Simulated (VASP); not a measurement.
# GdO (F-43m) in VASP: notebook

The runs below take GdO through single point, with r2SCAN, PBE, PBE0.

Everything below comes from runs of VASP 6.6.1. Logs are shortened: lines on timing, memory, paths and dates and some standing lists are left out, and cuts for length are marked.

### 1 The cell of the first run

Symmetry: F-43m, No. 216, cubic system. Conventional cell: a = 5.471 Å, b = 5.471 Å, c = 5.471 Å, α = 90.00°, β = 90.00°, γ = 90.00°. Gd (site symmetry -43m) has 4 O at 2.37 Å within 3.1 Å. Within 3.1 Å of O (site symmetry -43m) lie 4 Gd at 2.37 Å.

### 2 Single point, r2SCAN, collinear spin, ferromagnetic start

Input file POSCAR:

```
GdO
1.0
    0.0000000000      2.7355303903      2.7355303903
    2.7355303903      0.0000000000      2.7355303903
    2.7355303903      2.7355303903      0.0000000000
Gd O
1 1
Direct
    0.0000000000      0.0000000000      0.0000000000
    0.7500000000      0.7500000000      0.7500000000
```

Input file INCAR.step1:

```
SYSTEM = GdO
PREC = Accurate
ENCUT = 520
ISMEAR = -1
SIGMA = 0.05
LREAL = .FALSE.
LASPH = .TRUE.
NELM = 150
ISPIN = 2
MAGMOM = 7 0
LMAXMIX = 6
NBANDS = 23
GGA = PE
ALGO = Normal
EDIFF = 1E-4
LWAVE = .TRUE.
LCHARG = .FALSE.
```

Input file INCAR.step2:

```
SYSTEM = GdO
PREC = Accurate
ENCUT = 520
EDIFF = 1E-7
ISMEAR = -1
SIGMA = 0.05
LREAL = .FALSE.
LASPH = .TRUE.
NELM = 150
ALGO = Normal
ISIF = 2
LWAVE = .FALSE.
LCHARG = .FALSE.
ISPIN = 2
MAGMOM = 7 0
LORBIT = 11
LMAXMIX = 6
METAGGA = R2SCAN
LMIXTAU = .TRUE.
NBANDS = 23
ISTART = 1
```

Input file KPOINTS:

```
regular mesh
0
G
  9 9 9
  0 0 0
```

Potentials or basis: VASP PAW PBE potentials, release 64 (Gd, O).

Command:

```sh
cat potpaw_PBE.64/Gd/POTCAR potpaw_PBE.64/O/POTCAR > POTCAR
cp INCAR.step1 INCAR
mpirun -np 1 vasp_std > vasp.out
cp INCAR.step2 INCAR
mpirun -np 1 vasp_std > vasp.out
```

OUTCAR:

```text
SYSTEM = GdO
   PREC = Accurate
   ENCUT = 520
   EDIFF = 1E-7
   ISMEAR = -1
   LREAL = .FALSE.
   LASPH = .TRUE.
   NELM = 150
   ISIF = 2
   ISPIN = 2
   LORBIT = 11
   METAGGA = R2SCAN
   ISTART = 1

 ion  position               nearest neighbor table
   1  0.000  0.000  0.000-   2 2.37   2 2.37   2 2.37   2 2.37
   2  0.750  0.750  0.750-   1 2.37   1 2.37   1 2.37   1 2.37

  LATTYP: Found a face centered cubic cell.
 ALAT       =     5.4710607806

  Lattice vectors:

 A1 = (   0.0000000000,   2.7355303903,   2.7355303903)
 A2 = (   2.7355303903,   0.0000000000,   2.7355303903)
 A3 = (   2.7355303903,   2.7355303903,   0.0000000000)

Analysis of symmetry for initial positions (statically):
=====================================================================
 Subroutine PRICEL returns:
 Original cell was already a primitive cell.

 Routine SETGRP: Setting up the symmetry group for a
 face centered cubic supercell.

 Subroutine GETGRP returns: Found 24 space group operations
 (whereof 24 operations were pure point group operations)
 out of a pool of 48 trial point group operations.

The static configuration has the point symmetry T_d .

Analysis of symmetry for dynamics (positions and initial velocities):
=====================================================================
 Subroutine PRICEL returns:
 Original cell was already a primitive cell.

 Routine SETGRP: Setting up the symmetry group for a
 face centered cubic supercell.

 Subroutine GETGRP returns: Found 24 space group operations
 (whereof 24 operations were pure point group operations)
 out of a pool of 48 trial point group operations.

The dynamic configuration has the point symmetry T_d .

Analysis of structural, dynamic, and magnetic symmetry:
=====================================================================
 Subroutine PRICEL returns:
 Original cell was already a primitive cell.

 Routine SETGRP: Setting up the symmetry group for a
 face centered cubic supercell.

 Subroutine GETGRP returns: Found 24 space group operations
 (whereof 24 operations were pure point group operations)
 out of a pool of 48 trial point group operations.

The overall configuration has the point symmetry T_d .

 Subroutine INISYM returns: Found 24 space group operations
 (whereof 24 operations are pure point group operations),
 and found     1 'primitive' translations

----------------------------------------------------------------------------------------

                                     Primitive cell

  volume of cell :      40.9406

  direct lattice vectors                    reciprocal lattice vectors
     0.000000000  2.735530390  2.735530390    -0.182779911  0.182779911  0.182779911
     2.735530390  0.000000000  2.735530390     0.182779911 -0.182779911  0.182779911
     2.735530390  2.735530390  0.000000000     0.182779911  0.182779911 -0.182779911

  length of vectors
     3.868624178  3.868624178  3.868624178     0.316584092  0.316584092  0.316584092

  position of ions in fractional coordinates (direct lattice)
     0.000000000  0.000000000  0.000000000
     0.750000000  0.750000000  0.750000000

  ion indices of the primitive-cell ions
   primitive index   ion index
                 1           1
                 2           2

----------------------------------------------------------------------------------------

 KPOINTS: regular mesh

Automatic generation of k-mesh.
 Grid dimensions read from file:
 generate k-points for:    9    9    9

 Generating k-lattice:

  Cartesian coordinates                     Fractional coordinates (reciprocal lattice)
    -0.020308879  0.020308879  0.020308879     0.111111111  0.000000000  0.000000000
     0.020308879 -0.020308879  0.020308879     0.000000000  0.111111111  0.000000000
     0.020308879  0.020308879 -0.020308879     0.000000000  0.000000000  0.111111111

  Length of vectors
     0.035176010  0.035176010  0.035176010

  Shift w.r.t. Gamma in fractional coordinates (k-lattice)
     0.000000000  0.000000000  0.000000000

 Subroutine IBZKPT returns following result:
 ===========================================

 Found     35 irreducible k-points:

 Following reciprocal coordinates:
            Coordinates               Weight
  0.000000  0.000000  0.000000      1.000000
  0.111111  0.000000  0.000000      8.000000
  0.222222  0.000000  0.000000      8.000000
  0.333333  0.000000  0.000000      8.000000
  0.444444  0.000000  0.000000      8.000000
  0.111111  0.111111  0.000000      6.000000
[... 16 lines left out ...]
 -0.333333  0.333333  0.000000     12.000000
  0.444444  0.444444  0.000000      6.000000
 [... further k-points ...]
   k-points           NKPTS =     35   k-points in BZ     NKDIM =     35   number of bands    NBANDS=     23
   number of dos      NEDOS =    301   number of ions     NIONS =      2
   total plane-waves  NPLWV =  27000
   dimension x,y,z NGX =    30 NGY =   30 NGZ =   30
   dimension x,y,z NGXF=    60 NGYF=   60 NGZF=   60
   ions per type =               1   1
   NGX,Y,Z   is equivalent  to a cutoff of  12.89, 12.89, 12.89 a.u.
   NGXF,Y,Z  is equivalent  to a cutoff of  25.78, 25.78, 25.78 a.u.
 SYSTEM =  GdO
   PREC   = accura    normal or accurate (medium, high low for compatibility)
   ISTART =      1    job   : 0-new  1-cont  2-samecut
   ICHARG =      0    charge: 1-file 2-atom 10-const
   ISPIN  =      2    spin polarized calculation?
   LNONCOLLINEAR =      F non collinear calculations
   LSORBIT =      F    spin-orbit coupling
   LASPH  =      T    aspherical Exc in radial PAW
   ENCUT  =  520.0 eV  38.22 Ry    6.18 a.u.   7.19  7.19  7.19*2*pi/ulx,y,z
   NELM   =    150;   NELMIN=  2; NELMDL=  0     # of ELM steps
   EDIFF  = 0.1E-06   stopping-criterion for ELM
   LREAL  =      F    real-space projection
   EDIFFG = 0.1E-05   stopping-criterion for IOM
   NSW    =      0    number of steps for IOM
   IBRION =     -1    ionic relax: 0-MD 1-quasi-New 2-CG
   NFREE  =      0    steps in history (QN), initial steepest desc. (CG)
   ISIF   =      2    stress and relaxation
   ISYM   =      2    0-nonsym 1-usesym 2-fastsym
   POTIM  = 0.5000    time-step for ionic-motion
   TEBEG  =    0.0;   TEEND  =   0.0 temperature during run
   PSTRESS=    0.0 pullay stress
   NELECT =      24.0000    total number of electrons
   NUPDOWN=      -1.0000    fix difference up-down
   EMIN   =  10.00;   EMAX   =-10.00  energy-range for DOS
   EFERMI =   0.00;   METHOD = LEGACY
   ISMEAR =    -1;   SIGMA  =   0.05  broadening in eV -4-tet -1-fermi 0-gaus
   EFERMI_NEDOS =   21; number of points for ismear=-14 and -15
   IALGO  =     38    algorithm
   IMIX   =      4    mixing-type and parameters
     AMIX     =   0.40;   BMIX     =  1.00
     AMIX_MAG =   1.60;   BMIX_MAG =  1.00
  volume/ion in A,a.u.               =      20.47       138.14
  Fermi-wavevector in a.u.,A,eV,Ry     =   1.370126  2.589162 25.541456  1.877244
  Thomas-Fermi vector in A             =   2.495940
   LORBIT       =     11    0 simple, 1 ext, 2 COOP (PROOUT), +10 PAW based schemes
   METAGGA = R2SCAN    functional components
   LHFCALC =     F    Hartree Fock is set to
   AEXX    =    0.0000 exact exchange contribution
   IVDW    =     0    specifies the selected vdW correction
   LEPSILON=     F    determine dielectric tensor
   LRPA    =     F    only Hartree local field effects (RPA)
 spin polarized calculation
  energy-cutoff  :      520.00
  volume of cell :       40.94
 maximum number of plane-waves:      1118
 NGX is ok and might be reduce to    30
   NGX = 15   NGY = 15   NGZ = 15

 number of electron      23.9999987 magnetization       7.9346246

 Free energy of the ion-electron system (eV)
  ---------------------------------------------------
  ext. energy  EPLUGINS =         0.00000000
  ---------------------------------------------------
  free energy    TOTEN  =       -52.85278198 eV

  energy without entropy =      -52.84770692  energy(sigma->0) =      -52.85024445

 E-fermi :   3.6875     XC(G=0): -10.4676

 val. band max:        3.6833624121   @ k =   0.4444   0.0000   0.0000
 cond. band min:       3.8717435966   @ k =   0.2222   0.1111   0.0000
 fundamental gap:      0.1883811845
 Fermi energy:         3.6875064960

 spin component 1

 k-point     1 :       0.0000    0.0000    0.0000
  band No.  band energies     occupation
      1     -43.9535      1.00000
      2     -20.4547      1.00000
      3     -20.4546      1.00000
      4     -20.4546      1.00000
      5     -16.7053      1.00000
      6      -2.6860      1.00000
[... 15 lines left out ...]
     22      15.3215      0.00000
     23      15.5958      0.00000

 k-point     2 :       0.1111    0.0000    0.0000
  band No.  band energies     occupation
      1     -43.9499      1.00000
      2     -20.5590      1.00000
      3     -20.4623      1.00000
      4     -20.4622      1.00000
      5     -16.6098      1.00000
      6      -2.6969      1.00000
[... 15 lines left out ...]
     22      13.9614      0.00000
     23      15.8345      0.00000

 k-point     3 :       0.2222    0.0000    0.0000
  band No.  band energies     occupation
      1     -43.9407      1.00000
      2     -20.7998      1.00000
      3     -20.4815      1.00000
      4     -20.4814      1.00000
      5     -16.3959      1.00000
      6      -2.6866      1.00000
[... 15 lines left out ...]
     22      12.2527      0.00000
     23      16.4832      0.00000
[... 495 lines left out ...]
 k-point    23 :      -0.3333    0.3333    0.0000
  band No.  band energies     occupation
      1     -43.9148      1.00000
      2     -21.1751      1.00000
      3     -20.7350      1.00000
      4     -20.5646      1.00000
      5     -15.8824      1.00000
      6      -2.7755      1.00000
[... 15 lines left out ...]
     22      12.2739      0.00000
     23      13.0866      0.00000

 k-point    24 :       0.4444    0.4444    0.0000
  band No.  band energies     occupation
      1     -43.9134      1.00000
      2     -21.2637      1.00000
      3     -20.6129      1.00000
      4     -20.6128      1.00000
      5     -15.8780      1.00000
      6      -2.9285      1.00000
[... 15 lines left out ...]
     22      13.0299      0.00000
     23      14.1961      0.00000

 [... further k-points ...]

 spin component 2

 k-point     1 :       0.0000    0.0000    0.0000
  band No.  band energies     occupation
      1     -40.0759      1.00000
      2     -17.7021      1.00000
      3     -17.7021      1.00000
      4     -17.7021      1.00000
      5     -16.5648      1.00000
      6      -1.7755      1.00000
[... 15 lines left out ...]
     22      16.4312      0.00000
     23      16.4314      0.00000

 k-point     2 :       0.1111    0.0000    0.0000
  band No.  band energies     occupation
      1     -40.0709      1.00000
      2     -17.9878      1.00000
      3     -17.7123      1.00000
      4     -17.7123      1.00000
      5     -16.2971      1.00000
      6      -1.8066      1.00000
[... 15 lines left out ...]
     22      14.9839      0.00000
     23      16.6989      0.00000

 k-point     3 :       0.2222    0.0000    0.0000
  band No.  band energies     occupation
      1     -40.0580      1.00000
      2     -18.4629      1.00000
      3     -17.7378      1.00000
      4     -17.7378      1.00000
      5     -15.8714      1.00000
      6      -1.7864      1.00000
[... 15 lines left out ...]
     22      13.4321      0.00000
     23      17.4702      0.00000
[... 495 lines left out ...]
 k-point    23 :      -0.3333    0.3333    0.0000
  band No.  band energies     occupation
      1     -40.0214      1.00000
      2     -19.1444      1.00000
      3     -18.0466      1.00000
      4     -17.8483      1.00000
      5     -15.0596      1.00000
      6      -1.6873      1.00000
[... 15 lines left out ...]
     22      13.7114      0.00000
     23      14.8057      0.00000

 k-point    24 :       0.4444    0.4444    0.0000
  band No.  band energies     occupation
      1     -40.0196      1.00000
      2     -19.2190      1.00000
      3     -17.9130      1.00000
      4     -17.9130      1.00000
      5     -15.0680      1.00000
      6      -2.2720      1.00000
[... 15 lines left out ...]
     22      14.7689      0.00000
     23      15.4337      0.00000

 [... further k-points ...]

------------------------ aborting loop because EDIFF is reached ----------------------------------------

  FORCE on cell =-STRESS in cart. coord.  units (eV):
  Direction    XX          YY          ZZ          XY          YZ          ZX
  --------------------------------------------------------------------------------------
  -------------------------------------------------------------------------------------
  Total       -1.5223929     -1.5223929     -1.5223929      0.0000000      0.0000000      0.0000000
  in kB      -59.5775580    -59.5775580    -59.5775580      0.0000000      0.0000000      0.0000000
  external PRESSURE =     -59.5775580 kB  Pullay stress =       0.0000000 kB

 VOLUME and BASIS-vectors are now :
 -----------------------------------------------------------------------------
  energy-cutoff  :      520.00
  volume of cell :       40.94
      direct lattice vectors                 reciprocal lattice vectors
     0.000000000  2.735530390  2.735530390    -0.182779911  0.182779911  0.182779911
     2.735530390  0.000000000  2.735530390     0.182779911 -0.182779911  0.182779911
     2.735530390  2.735530390  0.000000000     0.182779911  0.182779911 -0.182779911

 POSITION                                       TOTAL-FORCE (eV/Angst)
 -----------------------------------------------------------------------------------
      0.00000      0.00000      0.00000        -0.000000     -0.000000     -0.000000
      4.10330      4.10330      4.10330         0.000000      0.000000      0.000000
 -----------------------------------------------------------------------------------
    total drift:                                0.000000      0.000000      0.000000

  FREE ENERGIE OF THE ION-ELECTRON SYSTEM (eV)
  ---------------------------------------------------
  free  energy   TOTEN  =       -52.8527819750 eV

  energy  without entropy=      -52.8477069157  energy(sigma->0) =      -52.85024445

 total charge

# of ion       s       p       d       f       tot
--------------------------------------------------
    1        2.035   5.662   0.466   6.976  15.139
    2        1.569   3.447   0.000   0.000   5.016
--------------------------------------------------
tot          3.604   9.109   0.466   6.976  20.155

 magnetization (x)

# of ion       s       p       d       f       tot
--------------------------------------------------
    1        0.000  -0.107   0.199   6.889   6.982
    2        0.007   0.019   0.000   0.000   0.026
--------------------------------------------------
tot          0.007  -0.087   0.199   6.889   7.008
```

It took 3.7 min on 1 thread of Intel Xeon 6975P-C (Granite Rapids), shared host; peak memory 0.24 GiB.

Results:

```yaml
Free_energy: -52.8528 eV
Pressure: -6.0 GPa
Net_moment: 7.93 μB per cell
Site_moments: Gd +6.98; O +0.03 μB
Valence_electrons_inside_the_program's_atomic_spheres: Gd 15.14; O 5.02
```

Caveat: the cell stands under tension; the PAW data sets were made with another functional, which shifts forces and pressure a little; spin-orbit coupling is left out, which moves the levels of the heavy elements; a cell with one magnetic atom can't hold antiferromagnetic order, which such compounds often take; semilocal functionals describe open f shells poorly, which spoils levels, moments and volumes.

(Continued in part 2 of 2.)
